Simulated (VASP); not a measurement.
A run of VASP 6.6.1 is set up as follows.

INCAR

```
SYSTEM = Rh
PREC = Accurate
ENCUT = 600
EDIFF = 1E-6
ISMEAR = -1
SIGMA = 0.05
LREAL = .FALSE.
LASPH = .TRUE.
NELM = 60
ALGO = Normal
ISIF = 3
LWAVE = .FALSE.
LCHARG = .FALSE.
GGA = PE
IBRION = 2
NSW = 32
EDIFFG = -0.005
PSTRESS = 260.0
```

File KPOINTS:

```
Automatic mesh
0
G
  18 18 18
  0 0 0
```

File POSCAR:

```
Rh
1.0
    0.0000000000      1.8635090825      1.8635090825
    1.8635090825      0.0000000000      1.8635090825
    1.8635090825      1.8635090825      0.0000000000
Rh
1
Direct
    0.0000000000      0.0000000000      0.0000000000
```

Potentials or basis: VASP PAW PBE potentials, release 64 (Rh_pv).

Command:

```sh
$ cat potpaw_PBE.64/Rh_pv/POTCAR > POTCAR
$ mpirun -np 1 vasp_std > vasp.out
```

Task: What does it give for the relaxed volume?

Result: 12.94 Å³/atom.

Task: Predict the band gap on the k mesh.

Result: Zero (an odd number of electrons rules out a gap without spin polarisation).

The path:
```
step  energy change (eV)  largest force (eV/Å)  pressure (GPa)  volume (Å³)
   1              0.0000                0.0000           25.92        12.94
   2              0.0020                0.0000           26.29        12.93
   3              0.0004                0.0000           26.00        12.94
```

Caveat: the cell is relaxed towards a set pressure, so the run minimises the enthalpy, not the energy.
